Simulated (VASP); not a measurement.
# GaSb3 in VASP: a series of runs, part 2 of 2

VASP 6.6.1.

## (4) Single point, PBEsol (atoms moved at random)

Contents of INCAR:

```
SYSTEM = GaSb3
PREC = Accurate
ENCUT = 520
EDIFF = 1E-7
ISMEAR = -1
SIGMA = 0.05
LREAL = .FALSE.
LASPH = .TRUE.
NELM = 60
ALGO = Normal
ISIF = 2
LWAVE = .FALSE.
LCHARG = .FALSE.
GGA = PS
NBANDS = 22
```

Contents of KPOINTS:

```
regular mesh
0
G
  6 6 6
  0 0 0
```

Contents of POSCAR:

```
GaSb3
1.0
    0.0000000000      3.7305950000      3.7305950000
    3.7305950000      0.0000000000      3.7305950000
    3.7305950000      3.7305950000      0.0000000000
Sb Ga
3 1
Direct
    0.5003080000      0.5034980000      0.4974400000
    0.7541940000      0.7532790000      0.7501290000
    0.2418540000      0.2649210000      0.2523630000
    0.0068510000      0.0041680000     -0.0055930000
```

Potentials or basis: VASP PAW PBE potentials, release 64 (Sb, Ga_d).

Launch:

```console
cat potpaw_PBE.64/Sb/POTCAR potpaw_PBE.64/Ga_d/POTCAR > POTCAR
mpirun -np 1 vasp_std > vasp.out
```

OUTCAR:

```text
SYSTEM = GaSb3
   PREC = Accurate
   ENCUT = 520
   EDIFF = 1E-7
   ISMEAR = -1
   LREAL = .FALSE.
   LASPH = .TRUE.
   NELM = 60
   ISIF = 2
   GGA = PS

 ion  position               nearest neighbor table
   1  0.500  0.503  0.497-   3 3.19   3 3.20   2 3.21   2 3.22   2 3.23   3 3.25   2 3.26   3 3.28

   2  0.754  0.753  0.750-   1 3.21   1 3.22   4 3.22   4 3.22   4 3.23   1 3.23   4 3.26   1 3.26
                             3 3.68   3 3.69   3 3.73   3 3.73   3 3.77   3 3.78
   3  0.242  0.265  0.252-   4 3.19   1 3.19   1 3.20   4 3.20   4 3.25   1 3.25   1 3.28   4 3.30
                             2 3.68   2 3.69   2 3.73   2 3.73   2 3.77   2 3.78
   4  0.007  0.004  0.994-   3 3.19   3 3.20   2 3.22   2 3.22   2 3.23   3 3.25   2 3.26   3 3.30

  LATTYP: Found a face centered cubic cell.
 ALAT       =     7.4611900000

  Lattice vectors:

 A1 = (   0.0000000000,   3.7305950000,   3.7305950000)
 A2 = (   3.7305950000,   0.0000000000,   3.7305950000)
 A3 = (   3.7305950000,   3.7305950000,   0.0000000000)

Analysis of symmetry for initial positions (statically):
=====================================================================
 Subroutine PRICEL returns:
[... 175 lines left out ...]

 val. band max:        7.4382603049   @ k =   0.0000   0.1667   0.3333
 cond. band min:       7.4432066460   @ k =   0.0000   0.5000   0.1667
 fundamental gap:      0.0049463411
 Fermi energy:         7.4400992225

 k-point     1 :       0.0000    0.0000    0.0000
  band No.  band energies     occupation
      1      -7.4985      2.00000
      2      -7.4972      2.00000
      3      -7.4952      2.00000
      4      -7.4841      2.00000
      5      -7.4840      2.00000
      6      -5.1335      2.00000
[... 589 lines left out ...]
     21      12.1825      0.00000
     22      12.9054      0.00000

 [... further k-points ...]

------------------------ aborting loop because EDIFF is reached ----------------------------------------

  FORCE on cell =-STRESS in cart. coord.  units (eV):
  Direction    XX          YY          ZZ          XY          YZ          ZX
  --------------------------------------------------------------------------------------
  -------------------------------------------------------------------------------------
  Total       -2.2167526     -2.2088792     -2.2228662     -0.0079537      0.2555543     -0.1830774
  in kB      -34.2029450    -34.0814639    -34.2972742     -0.1227197      3.9430241     -2.8247568
  external PRESSURE =     -34.1938944 kB  Pullay stress =       0.0000000 kB

 VOLUME and BASIS-vectors are now :
 -----------------------------------------------------------------------------
  energy-cutoff  :      520.00
  volume of cell :      103.84
      direct lattice vectors                 reciprocal lattice vectors
     0.000000000  3.730595000  3.730595000    -0.134026878  0.134026878  0.134026878
     3.730595000  0.000000000  3.730595000     0.134026878 -0.134026878  0.134026878
     3.730595000  3.730595000  0.000000000     0.134026878  0.134026878 -0.134026878

 POSITION                                       TOTAL-FORCE (eV/Angst)
 -----------------------------------------------------------------------------------
      3.73409      3.72219      3.74479        -0.004640      0.011894      0.019022
      5.60861      5.61202      5.62377         0.036153     -0.022606     -0.007682
      1.92978      1.84372      1.89057        -0.024910      0.017968      0.001788
      3.72528      3.73529      0.04111        -0.006603     -0.007257     -0.013128
 -----------------------------------------------------------------------------------
    total drift:                                0.000132     -0.000036      0.000005

  FREE ENERGIE OF THE ION-ELECTRON SYSTEM (eV)
  ---------------------------------------------------
  free  energy   TOTEN  =       -16.2232863950 eV

  energy  without entropy=      -16.1879996086  energy(sigma->0) =      -16.20564300
```

OSZICAR:

```text
N       E                     dE             d eps       ncg     rms          rms(c)
DAV:   1     0.160281628995E+03    0.16028E+03   -0.11574E+04  5126   0.133E+03
DAV:   2    -0.460063401812E+00   -0.16074E+03   -0.15445E+03  5430   0.322E+02
DAV:   3    -0.158069098171E+02   -0.15347E+02   -0.14877E+02  6146   0.819E+01
DAV:   4    -0.162590777437E+02   -0.45217E+00   -0.44957E+00  5384   0.145E+01
DAV:   5    -0.162702795029E+02   -0.11202E-01   -0.11198E-01  6284   0.239E+00    0.307E+00
DAV:   6    -0.162343793462E+02    0.35900E-01   -0.59486E-02  6490   0.253E+00    0.168E+00
DAV:   7    -0.162238015737E+02    0.10578E-01   -0.25197E-02  6144   0.111E+00    0.214E-01
DAV:   8    -0.162232848889E+02    0.51668E-03   -0.21487E-03  5790   0.439E-01    0.733E-02
DAV:   9    -0.162232871772E+02   -0.22883E-05   -0.16988E-04  5878   0.810E-02    0.235E-02
DAV:  10    -0.162232869531E+02    0.22415E-06   -0.12726E-05  5910   0.347E-02    0.478E-03
DAV:  11    -0.162232868412E+02    0.11185E-06   -0.11158E-06  7170   0.689E-03    0.239E-03
DAV:  12    -0.162232864925E+02    0.34871E-06   -0.10095E-07  3342   0.317E-03    0.557E-04
DAV:  13    -0.162232863950E+02    0.97507E-07   -0.14180E-08  3226   0.891E-04
   1 F= -.16223286E+02 E0= -.16205643E+02  d E =-.352868E-01
```

It took 2.1 min on 1 thread of Intel Xeon Platinum 8559C (Emerald Rapids), shared host; peak memory 0.38 GiB.

Results:

```
Free energy            : -16.2233 eV
Pressure               : -3.4 GPa
Largest force          : 0.043 eV/Å
Band gap on the k mesh : zero (band 14 reaches 8.58 eV, above the bottom of band 15 at 5.05 eV)
```

Forces on the atoms (eV/Å):
```
Sb  -0.005  0.012  0.019
Sb   0.036 -0.023 -0.008
Sb  -0.025  0.018  0.002
Ga  -0.007 -0.007 -0.013
```

Stress tensor (GPa, compression positive):
```
-3.42 -0.01 -0.28
-0.01 -3.41  0.39
-0.28  0.39 -3.43
```

Caveat: the cell differs from its parent crystal (atoms moved at random); the PAW data sets were made with another functional, which shifts forces and pressure a little; spin-orbit coupling is left out, which moves the levels of the heavy elements.

## (5) The runs side by side

| spin | k mesh | gap on the mesh (eV) | pressure (GPa) |
| --- | --- | --- | --- |
| off | 4 × 4 × 4 | none | -5.2 |
| non-collinear, zero start, SOC | 4 × 4 × 4 | - | -4.6 |
| off | 6 × 6 × 6 | none | -3.4 |

Some of these runs hold the atoms at other places in the same cell, which the table doesn't show; runs alike in all that it shows share one row.

Alike in all rows: task single point; level PBEsol; potentials or basis VASP PAW PBE potentials, release 64 (Sb, Ga_d); cell as given; cutoff (eV) 520; smearing fermi-dirac 0.05 eV.

Caveats: some runs use coarse meshes; the PAW data sets were made with another functional, which shifts forces and pressure a little; spin-orbit coupling is left out, which moves the levels of the heavy elements (some runs).

Absolute energies hang on the potentials; compare differences alone.
